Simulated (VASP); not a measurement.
# GaS3 (Im-3m) in VASP: further runs

GaS3 is run at these levels: PBE; tasks: relaxation of cell and atoms, single point.

All numbers are computed with VASP 6.6.1; they aren't measurements. Logs are shortened: lines on timing, memory, paths and dates and some standing lists are left out, and cuts for length are marked.

## 1. The cell of the first run

Symmetry: Im-3m, No. 229, cubic system. The conventional cell has a = 5.225 Å, b = 5.225 Å, c = 5.225 Å, α = 90.00°, β = 90.00°, γ = 90.00°. Ga (site symmetry m-3m) has 6 S at 2.61 Å within 3.4 Å. S (site symmetry 4/mmm) has 2 Ga at 2.61 Å and 4 S at 2.61 Å within 3.4 Å.

## 2. Relaxation of cell and atoms, PBE

INCAR

```
SYSTEM = GaS3
PREC = Accurate
ENCUT = 600
EDIFF = 1E-6
ISMEAR = 0
SIGMA = 0.1
LREAL = .False.
LASPH = .True.
NELM = 100
ALGO = Normal
ISIF = 3
LWAVE = .False.
LCHARG = .False.
GGA = PE
IBRION = 2
NSW = 90
EDIFFG = -0.04
```

KPOINTS

```
Automatic mesh
0
Gamma
  6 6 6
  0 0 0
```

POSCAR

```
GaS3
1.0
   -2.6125638357      2.6125638357      2.6125638357
    2.6125638357     -2.6125638357      2.6125638357
    2.6125638357      2.6125638357     -2.6125638357
Ga S
1 3
Direct
    0.0000000000      0.0000000000      0.0000000000
    0.0000000000      0.5000000000      0.5000000000
    0.5000000000      0.0000000000      0.5000000000
    0.5000000000      0.5000000000      0.0000000000
```

Potentials or basis: VASP PAW PBE potentials, release 64 (Ga_d, S).

On the command line:

```sh
$ cat potpaw_PBE.64/Ga_d/POTCAR potpaw_PBE.64/S/POTCAR > POTCAR
$ mpirun -np 1 vasp_std > vasp.out
```

OUTCAR:

```text
SYSTEM = GaS3
   PREC = Accurate
   ENCUT = 600
   EDIFF = 1E-6
   ISMEAR = 0
   LREAL = .False.
   LASPH = .True.
   NELM = 100
   ISIF = 3
   GGA = PE
   IBRION = 2
   NSW = 90
   EDIFFG = -0.04

 ion  position               nearest neighbor table
   1  0.000  0.000  0.000-   2 2.61   3 2.61   4 2.61   2 2.61   3 2.61   4 2.61
   2  0.000  0.500  0.500-   1 2.61   3 2.61   4 2.61   1 2.61   4 2.61   3 2.61
   3  0.500  0.000  0.500-   1 2.61   2 2.61   4 2.61   4 2.61   1 2.61   2 2.61
   4  0.500  0.500  0.000-   1 2.61   2 2.61   3 2.61   3 2.61   2 2.61   1 2.61

  LATTYP: Found a body centered cubic cell.
 ALAT       =     5.2251276714

  Lattice vectors:

 A1 = (  -2.6125638357,   2.6125638357,   2.6125638357)
 A2 = (   2.6125638357,  -2.6125638357,   2.6125638357)
 A3 = (   2.6125638357,   2.6125638357,  -2.6125638357)

Analysis of symmetry for initial positions (statically):
=====================================================================
 Subroutine PRICEL returns:
 Original cell was already a primitive cell.

 Routine SETGRP: Setting up the symmetry group for a
 body centered cubic supercell.

 Subroutine GETGRP returns: Found 48 space group operations
 (whereof 48 operations were pure point group operations)
 out of a pool of 48 trial point group operations.

The static configuration has the point symmetry O_h .

Analysis of symmetry for dynamics (positions and initial velocities):
=====================================================================
 Subroutine PRICEL returns:
 Original cell was already a primitive cell.

 Routine SETGRP: Setting up the symmetry group for a
 body centered cubic supercell.

 Subroutine GETGRP returns: Found 48 space group operations
 (whereof 48 operations were pure point group operations)
 out of a pool of 48 trial point group operations.

The dynamic configuration has the point symmetry O_h .

 Subroutine INISYM returns: Found 48 space group operations
 (whereof 48 operations are pure point group operations),
 and found     1 'primitive' translations

----------------------------------------------------------------------------------------

                                     Primitive cell

  volume of cell :      71.3281

  direct lattice vectors                    reciprocal lattice vectors
    -2.612563836  2.612563836  2.612563836     0.000000000  0.191382883  0.191382883
     2.612563836 -2.612563836  2.612563836     0.191382883  0.000000000  0.191382883
     2.612563836  2.612563836 -2.612563836     0.191382883  0.191382883  0.000000000

  length of vectors
     4.525093301  4.525093301  4.525093301     0.270656269  0.270656269  0.270656269

  position of ions in fractional coordinates (direct lattice)
     0.000000000  0.000000000  0.000000000
     0.000000000  0.500000000  0.500000000
     0.500000000  0.000000000  0.500000000
     0.500000000  0.500000000  0.000000000

  ion indices of the primitive-cell ions
   primitive index   ion index
                 1           1
                 2           2
                 3           3
                 4           4

----------------------------------------------------------------------------------------

 KPOINTS: Automatic mesh

Automatic generation of k-mesh.
 Grid dimensions read from file:
 generate k-points for:    6    6    6
[... 54 lines left out ...]
   NELM   =    100;   NELMIN=  2; NELMDL= -5     # of ELM steps
   EDIFF  = 0.1E-05   stopping-criterion for ELM
   LREAL  =      F    real-space projection
   EDIFFG = -.4E-01   stopping-criterion for IOM
   NSW    =     90    number of steps for IOM
   IBRION =      2    ionic relax: 0-MD 1-quasi-New 2-CG
   NFREE  =      1    steps in history (QN), initial steepest desc. (CG)
   ISIF   =      3    stress and relaxation
   ISYM   =      2    0-nonsym 1-usesym 2-fastsym
   POTIM  = 0.5000    time-step for ionic-motion
   TEBEG  =    0.0;   TEEND  =   0.0 temperature during run
   PSTRESS=    0.0 pullay stress
   NELECT =      31.0000    total number of electrons
   NUPDOWN=      -1.0000    fix difference up-down
   EMIN   =  10.00;   EMAX   =-10.00  energy-range for DOS
   EFERMI =   0.00;   METHOD = LEGACY
   ISMEAR =     0;   SIGMA  =   0.10  broadening in eV -4-tet -1-fermi 0-gaus
   EFERMI_NEDOS =   21; number of points for ismear=-14 and -15
   IALGO  =     38    algorithm
   IMIX   =      4    mixing-type and parameters
     AMIX     =   0.40;   BMIX     =  1.00
     AMIX_MAG =   1.60;   BMIX_MAG =  1.00
  volume/ion in A,a.u.               =      17.83       120.34
  Fermi-wavevector in a.u.,A,eV,Ry     =   1.240057  2.343369 20.922258  1.537743
  Thomas-Fermi vector in A             =   2.374514
   LORBIT       =      0    0 simple, 1 ext, 2 COOP (PROOUT), +10 PAW based schemes
   GGA     = PE    functional components
   LHFCALC =     F    Hartree Fock is set to
   AEXX    =    0.0000 exact exchange contribution
   IVDW    =     0    specifies the selected vdW correction
   LEPSILON=     F    determine dielectric tensor
   LRPA    =     F    only Hartree local field effects (RPA)
 conjugate gradient relaxation of ions
 non-spin polarized calculation
 Gauss-broadening in eV      SIGMA  =   0.10
  energy-cutoff  :      600.00
  volume of cell :       71.33
 maximum number of plane-waves:      2399
   NGX = 19   NGY = 19   NGZ = 19

--------------------------------------- Ionic step        1  -------------------------------------------

 number of electron      31.0000011 magnetization

 Free energy of the ion-electron system (eV)
  ---------------------------------------------------
  ext. energy  EPLUGINS =         0.00000000
  ---------------------------------------------------
  free energy    TOTEN  =       -14.70889742 eV

  energy without entropy =      -14.69870084  energy(sigma->0) =      -14.70379913

------------------------ aborting loop because EDIFF is reached ----------------------------------------

  FORCE on cell =-STRESS in cart. coord.  units (eV):
  Direction    XX          YY          ZZ          XY          YZ          ZX
  --------------------------------------------------------------------------------------
  -------------------------------------------------------------------------------------
  Total       -0.8254739     -0.8254739     -0.8254739      0.0000000     -0.0000000      0.0000000
  in kB      -18.5418550    -18.5418550    -18.5418550      0.0000000     -0.0000000      0.0000000
  external PRESSURE =     -18.5418550 kB  Pullay stress =       0.0000000 kB

 VOLUME and BASIS-vectors are now :
 -----------------------------------------------------------------------------
  energy-cutoff  :      600.00
  volume of cell :       71.33
      direct lattice vectors                 reciprocal lattice vectors
    -2.612563836  2.612563836  2.612563836     0.000000000  0.191382883  0.191382883
     2.612563836 -2.612563836  2.612563836     0.191382883  0.000000000  0.191382883
     2.612563836  2.612563836 -2.612563836     0.191382883  0.191382883  0.000000000

 POSITION                                       TOTAL-FORCE (eV/Angst)
 -----------------------------------------------------------------------------------
      0.00000      0.00000      0.00000        -0.000000      0.000000     -0.000000
      2.61256      0.00000      0.00000         0.000000     -0.000000      0.000000
      0.00000      2.61256      0.00000         0.000000     -0.000000     -0.000000
      0.00000      0.00000      2.61256        -0.000000      0.000000      0.000000
 -----------------------------------------------------------------------------------
    total drift:                                0.000000     -0.000000     -0.000000

  FREE ENERGIE OF THE ION-ELECTRON SYSTEM (eV)
  ---------------------------------------------------
  free  energy   TOTEN  =       -14.7088974247 eV

  energy  without entropy=      -14.6987008393  energy(sigma->0) =      -14.70379913

--------------------------------------- Ionic step        2  -------------------------------------------

 number of electron      31.0000009 magnetization

 Free energy of the ion-electron system (eV)
  ---------------------------------------------------
  ext. energy  EPLUGINS =         0.00000000
  ---------------------------------------------------
  free energy    TOTEN  =       -14.71886378 eV

  energy without entropy =      -14.70941207  energy(sigma->0) =      -14.71413792

 E-fermi :   6.7952     XC(G=0): -10.7025

 val. band max:        6.7559243898   @ k =   0.1667   0.1667   0.1667
 cond. band min:       6.8671797405   @ k =  -0.3333   0.5000   0.1667
 fundamental gap:      0.1112553507
 Fermi energy:         6.7952042693

 k-point     1 :       0.0000    0.0000    0.0000
  band No.  band energies     occupation
      1      -9.4917      2.00000
      2      -8.5426      2.00000
      3      -8.5426      2.00000
      4      -8.4244      2.00000
      5      -8.4244      2.00000
      6      -8.4244      2.00000
[... 329 lines left out ...]
      6      -6.9961      2.00000
[... 11 lines left out ...]
     18       9.8258      0.00000
     19      13.0285      0.00000

------------------------ aborting loop because EDIFF is reached ----------------------------------------

  FORCE on cell =-STRESS in cart. coord.  units (eV):
  Direction    XX          YY          ZZ          XY          YZ          ZX
  --------------------------------------------------------------------------------------
  -------------------------------------------------------------------------------------
  Total        0.1477786      0.1477786      0.1477786     -0.0000000     -0.0000000      0.0000000
  in kB        3.4205639      3.4205639      3.4205639     -0.0000000     -0.0000000      0.0000000
  external PRESSURE =       3.4205639 kB  Pullay stress =       0.0000000 kB

 VOLUME and BASIS-vectors are now :
 -----------------------------------------------------------------------------
  energy-cutoff  :      600.00
  volume of cell :       69.22
      direct lattice vectors                 reciprocal lattice vectors
    -2.586553771  2.586553771  2.586553771     0.000000000  0.193307406  0.193307406
     2.586553771 -2.586553771  2.586553771     0.193307406  0.000000000  0.193307406
     2.586553771  2.586553771 -2.586553771     0.193307406  0.193307406  0.000000000

 POSITION                                       TOTAL-FORCE (eV/Angst)
 -----------------------------------------------------------------------------------
      2.58655      2.58655      2.58655         0.000000      0.000000      0.000000
      2.58655      0.00000      0.00000        -0.000000     -0.000000      0.000000
      0.00000      2.58655      0.00000        -0.000000     -0.000000     -0.000000
      2.58655      2.58655      0.00000        -0.000000     -0.000000     -0.000000
 -----------------------------------------------------------------------------------
    total drift:                                0.000000      0.000000     -0.000000

  FREE ENERGIE OF THE ION-ELECTRON SYSTEM (eV)
  ---------------------------------------------------
  free  energy   TOTEN  =       -14.7188637835 eV

  energy  without entropy=      -14.7094120652  energy(sigma->0) =      -14.71413792

 reached required accuracy - stopping structural energy minimisation
```

Wall time 18 s (1 thread of Intel Xeon 6975P-C (Granite Rapids), shared host); peak memory 0.21 GiB.

Results:

| Property | Result |
| --- | --- |
| Free energy | -14.7189 eV |
| Relaxed volume | 17.30 Å³/atom |
| Relaxed cell | a = 4.480 Å, b = 4.480 Å, c = 4.480 Å, α = 109.47°, β = 109.47°, γ = 109.47° |
| Space group after relaxing (to 0.05 Å) | Im-3m (No. 229) |
| Energy gained by relaxing | 2.5 meV/atom |
| Ionic steps | 2 |
| Pressure after relaxing | 0.3 GPa |

The path:
```tsv
step	energy change (eV)	largest force (eV/Å)	pressure (GPa)	volume (Å³)
1	0.0000	0.0000	-1.85	71.33
2	-0.0100	0.0000	0.34	69.22
```

Final structure:
```
Ga S
1.0
    -2.58655    2.58655    2.58655
     2.58655   -2.58655    2.58655
     2.58655    2.58655   -2.58655
Ga S
1 3
Direct
  0.00000 0.00000 0.00000
  0.00000 0.50000 0.50000
  0.50000 0.00000 0.50000
  0.50000 0.50000 0.00000
```

(Continued in part 2 of 2.)
